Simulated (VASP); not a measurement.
SiC, 16 atoms in the cell. The cell holds an amorphous packing of atoms, 16 atoms: a = 5.822 Å, b = 5.849 Å, c = 5.422 Å, α = 92.66°, β = 93.36°, γ = 87.54°. 

| Property | Result |
| --- | --- |
| Program | VASP 6.6.1 |
| Task | single point |
| Functional | PBE |
| Potentials or basis | VASP PAW PBE potentials, release 64 (Si, C) |
| Cutoff | 520 eV |
| k mesh | 1 × 1 × 1, shifted |
| Occupations | fermi-dirac, width 0.1379 eV |
| Spin | no spin polarisation |
| Dipole correction | no |
| Further INCAR settings | LREAL = Auto; ALGO = Normal; EDIFF = 1e-07; NBANDS = 46; ISYM = 0 |

Potentials or basis: VASP PAW PBE potentials, release 64 (Si, C).

Launch:

```bash
$ cat potpaw_PBE.64/Si/POTCAR potpaw_PBE.64/C/POTCAR > POTCAR
$ mpirun -np 1 vasp_std > vasp.out
```

Hardware: 1 thread of Intel(R) Xeon(R) 6975P-C (Granite Rapids) (shared host).

Question: Estimate the wall time of this run.

Answer: Run time: 15 s on 1 thread of Intel(R) Xeon(R) 6975P-C (Granite Rapids), on a shared host, peak memory 0.26 GiB. Counts: scf iterations 16, k points 1.
